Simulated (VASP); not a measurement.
Set up this calculation in VASP 6.6.1, as the native input.

```yaml
Task: single point
Functional: PBEsol
Potentials_or_basis: VASP PAW PBE potentials, release 64 (Sn_d, Se)
Cutoff: 520 eV
k_mesh: 8 × 8 × 8
Occupations: gaussian, width 0.05 eV
Spin: no spin polarisation
Dipole_correction: no
Further_INCAR_settings: ALGO = Normal; EDIFF = 1e-07; NBANDS = 17
```

The structure of SnSe lies in POSCAR:

```
SnSe
1.0
    0.0000000000      3.0100000000      3.1304000000
    3.0100000000      0.0000000000      3.1304000000
    3.0100000000      3.0100000000      0.0000000000
Sn Se
1 1
Direct
    0.0000000000      0.0000000000      0.0000000000
    0.5000000000      0.5000000000      0.5000000000
```

This cell differs from its parent crystal: strain +0.0400 x Voigt [0, 0, 1, 0, 0, 0].

One way to write it, as run:

INCAR

```
  PREC = Accurate
  ENCUT = 520
  EDIFF = 1E-7
  ISMEAR = 0
  SIGMA = 0.05
  LREAL = False
  LASPH = True
  NELM = 60
  ALGO = Normal
  ISIF = 2
  LWAVE = False
  LCHARG = True
  GGA = PS
  LELF = True
  LVHAR = True
  NBANDS = 17
```

KPOINTS

```
regular mesh
0
Gamma
  8 8 8
```

Potentials or basis: VASP PAW PBE potentials, release 64 (Sn_d, Se).

Launch:

```sh
$ cat potpaw_PBE.64/Sn_d/POTCAR potpaw_PBE.64/Se/POTCAR > POTCAR
$ mpirun -np 1 vasp_std > vasp.out
```

Results of the run:

```
Pressure               : -3.5 GPa
Band gap on the k mesh : 0.52 eV, direct
```

Caveat: the cell differs from its parent crystal (strain +0.0400 x Voigt [0, 0, 1, 0, 0, 0]); the PAW data sets were made with another functional, which shifts forces and pressure a little; spin-orbit coupling is left out, which moves the levels of the heavy elements.

It took 15 s on 1 thread of Intel(R) Xeon(R) 6975P-C (Granite Rapids), with other jobs on the host, peak memory 0.2 GiB.
